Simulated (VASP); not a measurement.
Set up this calculation in VASP 6.6.1, as the native input.

```
Task                               : single point
Functional                         : HF
Potentials or basis                : VASP PAW PBE potentials, release 64 (Mn_pv, O)
Cutoff                             : 520 eV
k mesh                             : 5 × 5 × 5
Occupations                        : fermi-dirac, width 0.05 eV
Spin                               : collinear spin, ferromagnetic start
Starting moments                   : [4.0, 0.0] μB
Dipole correction                  : no
Grid for exact exchange (PRECFOCK) : Normal
Further INCAR settings             : ALGO = Normal; EDIFF = 1e-06; NBANDS = 20
Share of exact exchange            : 1
```

Crystal: MnO.

```xyz
2
Lattice="0.0000 2.2575 2.2575 2.2575 0.0000 2.2575 2.2575 2.2575 0.0000" Properties=species:S:1:pos:R:3 pbc="T T T"
Mn    0.0000    0.0000    0.0000
O     2.2575    2.2575    2.2575
```

The input as run:

POSCAR

```
MnO
1.0
    0.0000000000      2.2574772766      2.2574772766
    2.2574772766      0.0000000000      2.2574772766
    2.2574772766      2.2574772766      0.0000000000
Mn O
1 1
Direct
    0.0000000000      0.0000000000      0.0000000000
    0.5000000000      0.5000000000      0.5000000000
```

INCAR.step1

```
SYSTEM = MnO
  PREC = Accurate
  ENCUT = 520
  EDIFF = 1E-5
  ISMEAR = -1
  SIGMA = 0.05
  LREAL = .False.
  LASPH = .True.
  NELM = 150
  ALGO = Normal
  ISIF = 2
  LWAVE = .True.
  ISPIN = 2
  MAGMOM = 4 0
  LORBIT = 11
  LMAXMIX = 4
  NBANDS = 20
  GGA = PE
```

INCAR.step2

```
SYSTEM = MnO
  PREC = Accurate
  ENCUT = 520
  EDIFF = 1E-6
  ISMEAR = -1
  SIGMA = 0.05
  LREAL = .False.
  LASPH = .True.
  NELM = 150
  ALGO = Normal
  ISIF = 2
  LWAVE = .False.
  LCHARG = .True.
  ISPIN = 2
  MAGMOM = 4 0
  LORBIT = 11
  LMAXMIX = 4
  GGA = PE
  LHFCALC = .True.
  AEXX = 1.0
  ALDAC = 0.0
  AGGAC = 0.0
  PRECFOCK = Normal
  LELF = .True.
  LVHAR = .True.
  NBANDS = 20
  ISTART = 1
```

KPOINTS

```
Automatic mesh
0
Gamma
  5 5 5
  0 0 0
```

Potentials or basis: VASP PAW PBE potentials, release 64 (Mn_pv, O).

Command:

```console
$ cat potpaw_PBE.64/Mn_pv/POTCAR potpaw_PBE.64/O/POTCAR > POTCAR
$ cp INCAR.step1 INCAR
$ mpirun -np 1 vasp_std > vasp.out
$ cp INCAR.step2 INCAR
$ mpirun -np 1 vasp_std > vasp.out
```

It gave:

```json
{"Pressure": "0.8 GPa", "Band gap on the k mesh": "11.00 eV (least direct gap 12.24 eV)", "Net moment": "5.00 μB per cell", "Site moments": "Mn +4.73; O +0.12 μB", "Valence electrons inside the program's atomic spheres": "Mn 11.24; O 5.15"}
```

Caveat: the k points lie up to 0.48 Å⁻¹ apart; the PAW data sets were made with another functional, which shifts forces and pressure a little; an odd mesh through Γ misses points on the zone boundary, where band edges can lie; a cell with one magnetic atom can't hold antiferromagnetic order, which such compounds often take.

Run time: 53 min on 1 thread of Intel Xeon 8259CL (shared host), peak memory 0.16 GiB.
